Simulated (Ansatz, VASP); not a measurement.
**Pd in VASP and in Ansatz**

```
Pd
1.0
     2.71596    0.00000    0.00000
    -1.35798    2.35209    0.00000
     0.00000    0.00000    4.73125
Pd
2
Direct
  0.33333 0.66667 0.25000
  0.66667 0.33333 0.75000
```

Alike in both runs: task single point; functional PBE; k mesh 9 × 9 × 4; occupations gaussian, width 0.1 eV; no spin polarisation.

```csv
,VASP,Ansatz
version,VASP 6.6.1,Ansatz 0.2.0
potentials or method,"VASP PAW PBE potentials, release 64 (Pd), cutoff 520 eV","scalar-relativistic, plane waves, PAW"
valence electrons in the cell,20,36
```

```csv
,VASP,Ansatz,Ansatz less VASP
gap on the k mesh at the Fermi level (eV),none,none,-
pressure (GPa),3.4,3.8,+0.33
"traceless stress, the component that is largest in VASP (GPa)",-4.17,-4.13,+0.040
```

A gap of «none» marks a metal or a gap that the smearing closes. The functional is the same, so the differences come from potentials, cutoffs and numerics. VASP's potentials hold 20 valence electrons a cell and Ansatz's 36, so a difference there can come from the potentials and not from the codes.
